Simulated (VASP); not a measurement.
Set up this calculation in VASP 6.6.1, as the native input.

* Task: single point
* Functional: RPBE
* Dispersion: D3(BJ)
* Potentials or basis: VASP PAW PBE potentials, release 64 (In_d, P)
* Cutoff: 520 eV
* k mesh: 8 × 8 × 8
* Occupations: fermi-dirac, width 0.05 eV
* Spin: no spin polarisation
* Dipole correction: no
* Further INCAR settings: ALGO = Normal; EDIFF = 1e-06; NBANDS = 16

The structure of InP lies in POSCAR:

```
InP
1.0
    0.0000000000      2.8564217159      2.8564217159
    2.8564217159      0.0000000000      2.8564217159
    2.8564217159      2.8564217159      0.0000000000
In P
1 1
Direct
    0.0000000000      0.0000000000      0.0000000000
    0.7500000000      0.7500000000      0.7500000000
```

The input as run:

INCAR

```
SYSTEM = InP
PREC = Accurate
ENCUT = 520
EDIFF = 1E-6
ISMEAR = -1
SIGMA = 0.05
LREAL = .FALSE.
LASPH = .TRUE.
NELM = 80
ALGO = Normal
ISIF = 2
LWAVE = .FALSE.
LCHARG = .TRUE.
GGA = RP
IVDW = 12
LELF = .TRUE.
LVHAR = .TRUE.
NBANDS = 16
```

KPOINTS

```
regular mesh
0
G
  8 8 8
  0 0 0
```

Potentials or basis: VASP PAW PBE potentials, release 64 (In_d, P).

Command:

```bash
$ cat potpaw_PBE.64/In_d/POTCAR potpaw_PBE.64/P/POTCAR > POTCAR
$ mpirun -np 1 vasp_std > vasp.out
```

It gave:

- Pressure: -0.1 GPa
- Band gap on the k mesh: 1.26 eV
- Dispersion energy per atom: -1.544 eV

Caveat: the PAW data sets were made with another functional, which shifts forces and pressure a little; spin-orbit coupling is left out, which moves the levels of the heavy elements.

Wall time 45 s on 1 thread of Intel Xeon 8259CL (shared host), peak memory 0.19 GiB.
